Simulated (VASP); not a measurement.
Set up this calculation in VASP 6.6.1, as the native input.

```yaml
Task: single point
Functional: BLYP
Dispersion: D3(BJ)
Potentials_or_basis: VASP PAW PBE potentials, release 64 (Ga_d, N)
Cutoff: 520 eV
k_mesh: 8 × 8 × 6
Occupations: gaussian, width 0.05 eV
Spin: no spin polarisation
Dipole_correction: no
Further_INCAR_settings: ALGO = Normal; EDIFF = 1e-06; NBANDS = 26
```

The structure of GaN lies in POSCAR:

```
GaN
1.0
    3.1796753698      0.0000000001      0.0000000000
   -1.5898376850      2.7536796460      0.0000000000
    0.0000000000      0.0000000000      5.1908776486
Ga N
2 2
Direct
    0.3333333333      0.6666666667     -0.0005890889
    0.6666666667      0.3333333333      0.4994109111
    0.3333333333      0.6666666667      0.3755890889
    0.6666666667      0.3333333333      0.8755890889
```

This cell differs from its parent crystal: volume scaled by 0.98.

One way to write it, as run:

INCAR

```
PREC = Accurate
ENCUT = 520
EDIFF = 1E-6
ISMEAR = 0
SIGMA = 0.05
LREAL = False
LASPH = True
NELM = 60
ALGO = Normal
ISIF = 2
LWAVE = False
LCHARG = False
GGA = B5
ALDAX = 1.0
AGGAX = 1.0
AGGAC = 1.0
ALDAC = 0.0
IVDW = 12
VDW_S6 = 1.0
VDW_S8 = 2.6996
VDW_A1 = 0.4298
VDW_A2 = 4.2359
NBANDS = 26
```

KPOINTS

```
regular mesh
0
Gamma
  8 8 6
```

Potentials or basis: VASP PAW PBE potentials, release 64 (Ga_d, N).

The run is started by

```sh
$ cat potpaw_PBE.64/Ga_d/POTCAR potpaw_PBE.64/N/POTCAR > POTCAR
$ mpirun -np 1 vasp_std > vasp.out
```

Results of the run:

* Pressure: 5.2 GPa
* Largest force: 0.009 eV/Å
* Band gap on the k mesh: 2.02 eV, direct
* Dispersion energy per atom: -0.563 eV

Caveat: the PAW data sets were made with another functional, which shifts forces and pressure a little.

Run time: 26 s on 1 thread of Intel(R) Xeon(R) 6975P-C (Granite Rapids) (shared host), peak memory 0.18 GiB.
